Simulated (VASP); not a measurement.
The system is Ag.

```xyz
3
Lattice="1.5019 0.8671 7.3460 -1.5019 0.8671 7.3460 0.0000 -1.7343 7.3460" Properties=species:S:1:pos:R:3 pbc="T T T"
Ag    0.0000    0.0000    4.8986
Ag    0.0000    0.0000   17.1393
Ag    0.0000    0.0000    0.0000
```

Base run:

* Program: VASP 6.6.1
* Functional: LDA
* Potentials or basis: VASP PAW LDA potentials, release 64 (Ag)
* Cutoff: 520 eV
* k mesh: 10 × 10 × 10
* Occupations: fermi-dirac, width 0.05 eV
* Spin: no spin polarisation

Its results: band gap on the k mesh zero (an odd number of electrons rules out a gap without spin polarisation); pressure -14.4 GPa.

Q: The run is repeated on the same cell with these changes: functional from LDA to PBE; potentials or basis from VASP PAW LDA potentials, release 64 (Ag) to VASP PAW PBE potentials, release 64 (Ag). What comes out?

A: Band gap on the k mesh zero (an odd number of electrons rules out a gap without spin polarisation); pressure -4.9 GPa.

Caveats: the cell stands under tension.
